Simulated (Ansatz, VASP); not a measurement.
Cd2Mo in VASP and in Ansatz

```xyz
3
Lattice="4.8687 0.0000 0.0000 -2.4344 4.2164 0.0000 0.0000 0.0000 2.7566" Properties=species:S:1:pos:R:3 pbc="T T T"
Cd    0.0000    2.8110    1.3783
Cd    2.4344    1.4055    1.3783
Mo    0.0000    0.0000    0.0000
```

Alike in both runs: functional PBE; k mesh 12 × 12 × 16; occupations gaussian, width 0.1 eV; no spin polarisation.

Ansatz relaxed the structure, and its values are those at the end. VASP's run is a single point on that final structure, the one shown.

|  | VASP | Ansatz |
| --- | --- | --- |
| version | VASP 6.6.1 | Ansatz 0.2.0 |
| potentials or method | VASP PAW PBE potentials, release 64 (Cd, Mo_sv), cutoff 520 eV | scalar-relativistic, plane waves, PAW |
| valence electrons in the cell | 38 | 54 |

|  | VASP | Ansatz | Ansatz less VASP |
| --- | --- | --- | --- |
| gap on the k mesh at the Fermi level (eV) | none | none | - |
| pressure (GPa) | 0.7 | 0.0 | -0.70 |

A gap of «none» marks a metal or a gap that the smearing closes. VASP's potentials hold 38 valence electrons a cell and Ansatz's 54, so a difference there can come from the potentials and not from the codes.
